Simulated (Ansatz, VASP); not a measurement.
**SiO2 in VASP and in Ansatz**

```
Si O
1.0
    -4.47204    4.47204    2.61177
     4.47204   -4.47204    2.61177
     4.47204    4.47204   -2.61177
Si O
4 8
Cartesian
  2.8899 2.8899 2.6118
  2.8899 -2.8899 2.6118
  -2.8899 2.8899 2.6118
  1.5821 1.5821 0.0000
  7.0788 0.0000 0.0000
  0.0000 1.8653 0.0000
  0.0000 7.0788 0.0000
  1.8653 0.0000 0.0000
  2.2360 2.2360 -1.3059
  -2.2360 2.2360 1.3059
  2.2360 -2.2360 1.3059
  2.2360 2.2360 1.3059
```

Alike in both runs: task relaxation of cell and atoms; functional PBEsol; k mesh 6 × 6 × 6; occupations fermi-dirac, width 0.05 eV; no spin polarisation.

|  | VASP | Ansatz |
| --- | --- | --- |
| version | VASP 6.6.1 | Ansatz 0.2.0 |
| potentials or method | VASP PAW PBE potentials, release 64 (Si, O) | Ansatz PAW |
| plane-wave cutoff (eV) | 600 | 420 |
| valence electrons in the cell | 64 | 64 |

```csv
,VASP,Ansatz,Ansatz less VASP
"gap on the k mesh at the Fermi level, each at its own relaxed structure (eV)",5.47,5.48,+0.008
relaxed volume (Å³/atom),17.65,17.61,-0.038
relaxed cell length with the largest relative difference (Å),6.871,6.866,-0.0054
```

VASP's potentials were made for PBE, not for PBEsol.

Noted on Ansatz's run: the plane-wave basis is chosen anew once the cell has moved, so the energies of steps on either side of that aren't comparable.
